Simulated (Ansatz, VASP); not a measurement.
# SiO2: VASP beside Ansatz

```
Si O
1.0
     0.00000    4.71626    7.36278
     2.35958    0.00000    7.36278
     2.35958    4.71626    0.00000
Si O
4 8
Direct
  0.93677 0.93677 0.56323
  0.68677 0.68677 0.31323
  0.31323 0.31323 0.68677
  0.56323 0.56323 0.93677
  0.06344 0.43656 0.06344
  0.43656 0.06344 0.43656
  0.81344 0.18656 0.81344
  0.18656 0.81344 0.18656
  0.12500 0.62500 0.62500
  0.62500 0.62500 0.62500
  0.62500 0.62500 0.12500
  0.62500 0.12500 0.62500
```

Alike in both runs: functional LDA; k mesh 7 × 7 × 7; occupations fermi-dirac, width 0.05 eV; no spin polarisation.

```csv
,VASP,Ansatz
version,VASP 6.6.1,Ansatz 0.2.0
potentials or method,"VASP PAW LDA potentials, release 64 (Si, O)",Ansatz PAW
plane-wave cutoff (eV),520,420
valence electrons in the cell,64,64
task,single point,band structure
```

```csv
,VASP,Ansatz,Ansatz less VASP
gap on the k mesh at the Fermi level (eV),5.53,5.53,-0.003
least direct gap on the mesh (eV),5.53,5.53,-0.003
pressure (GPa),-1.1,-1.7,-0.58
"traceless stress, the component that is largest in VASP (GPa)",-0.13,-0.24,-0.109
rms of the force components (eV/Å),0.018,0.034,+0.0165
```

LDA's correlation is that of Perdew and Zunger in VASP and of Perdew and Wang (1992) in Ansatz. Atom by atom the forces differ by 0.016 eV/Å (rms over components).
